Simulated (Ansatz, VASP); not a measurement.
CaS: VASP beside Ansatz

Contents of INCAR:

```
SYSTEM = CaS
ALGO = Normal
EDIFF = 1E-6
ENCUT = 500
GGA_COMPAT = .FALSE.
ISIF = 2
ISMEAR = 1
LASPH = .TRUE.
LCHARG = .TRUE.
LELF = .TRUE.
LREAL = .FALSE.
LVHAR = .TRUE.
LWAVE = .FALSE.
NBANDS = 15
NELM = 120
PREC = Accurate
SIGMA = 0.27211386245988
```

The input KPOINTS:

```
k-points
0
G
  4 4 4
  0 0 0
```

Contents of POSCAR:

```
CaS
1.0
    0.0000000000      2.8523742917      2.8523742917
    2.8523742917      0.0000000000      2.8523742917
    2.8523742917      2.8523742917      0.0000000000
Ca S
1 1
Direct
    0.0000000000      0.0000000000      0.0000000000
    0.5000000000      0.5000000000      0.5000000000
```

Input for Ansatz:

```yaml
crystal:
  lattice:
    - [0.0, 2.8523742917, 2.8523742917]
    - [2.8523742917, 0.0, 2.8523742917]
    - [2.8523742917, 2.8523742917, 0.0]
  atoms:
    - { symbol: Ca, position: [0.0, 0.0, 0.0] }
    - { symbol: S, position: [0.5, 0.5, 0.5] }
basis:
  ecutrho_ratio: 4
kpoints:
  mp_grid: { grid: [4, 4, 4] }
hamiltonian:
  xc: lda
scf:
  occupations: { method: cold, width: "0.02 Ry" }
output:
  forces: true
  stress: true
  eigenvalues: true
```

Alike in both runs: task single point; functional LDA; k mesh 4 × 4 × 4; no spin polarisation.

|  | VASP | Ansatz |
| --- | --- | --- |
| version | VASP 6.6.1 | Ansatz 0.2.0 |
| potentials or method | VASP PAW LDA potentials, release 64 (Ca_sv, S) | scalar-relativistic, plane waves, PAW |
| plane-wave cutoff (eV) | 500 | 420 |
| occupations | methfessel-paxton of order 1, width 0.272114 eV | cold |
| valence electrons in the cell | 16 | 16 |

|  | VASP | Ansatz | Ansatz less VASP |
| --- | --- | --- | --- |
| gap on the k mesh at the Fermi level (eV) | 2.14 | 2.15 | +0.010 |
| least direct gap on the mesh (eV) | 2.96 | 2.97 | +0.010 |
| pressure (GPa) | -4.0 | -4.2 | -0.18 |

LDA's correlation is that of Perdew and Zunger in VASP and of Perdew and Wang (1992) in Ansatz.

The k mesh is coarse, so the values compare programs but aren't converged.
